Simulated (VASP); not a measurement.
Wanted: the native input for a VASP 6.6.1 run.

```
Task                   : single point
Functional             : PBE
Potentials or basis    : VASP PAW PBE potentials, release 64 (Y_sv, Zr_sv)
Cutoff                 : 520 eV
k mesh                 : 4 × 4 × 4
Occupations            : gaussian, width 0.1 eV
Spin                   : no spin polarisation
Dipole correction      : no
Further INCAR settings : ALGO = Fast; EDIFF = 1e-07; NBANDS = 44
```

The structure of YZr2 lies in POSCAR:

```
YZr2
1.0
    0.0000000000      3.9087866379      3.9087866379
    3.9087866379      0.0000000000      3.9087866379
    3.9087866379      3.9087866379      0.0000000000
Y Zr
2 4
Direct
    0.0000000000      0.0000000000      0.0000000000
    0.2500000000      0.2500000000      0.2500000000
    0.6250000000      0.6250000000      0.6250000000
    0.1250000000      0.6250000000      0.6250000000
    0.6250000000      0.6250000000      0.1250000000
    0.6250000000      0.1250000000      0.6250000000
```

One way to write it, as run:

INCAR

```
PREC = Accurate
ENCUT = 520
EDIFF = 1E-7
ISMEAR = 0
SIGMA = 0.1
LREAL = F
LASPH = T
NELM = 60
ALGO = Fast
ISIF = 2
LWAVE = F
LCHARG = T
GGA = PE
LELF = T
LVHAR = T
NBANDS = 44
```

KPOINTS

```
regular mesh
0
Gamma
  4 4 4
```

Potentials or basis: VASP PAW PBE potentials, release 64 (Y_sv, Zr_sv).

Launch:

```console
$ cat potpaw_PBE.64/Y_sv/POTCAR potpaw_PBE.64/Zr_sv/POTCAR > POTCAR
$ mpirun -np 1 vasp_std > vasp.out
```

Results of the run:

| Quantity | Value |
| --- | --- |
| Pressure | 27.8 GPa |
| Band gap on the k mesh | zero (bands 35 and 36 overlap by 0.75 eV) |

Caveat: the cell stands under pressure.

Run time: 3.8 min on 1 thread of Intel(R) Xeon(R) Platinum 8488C (Sapphire Rapids) (shared host), peak memory 0.28 GiB.
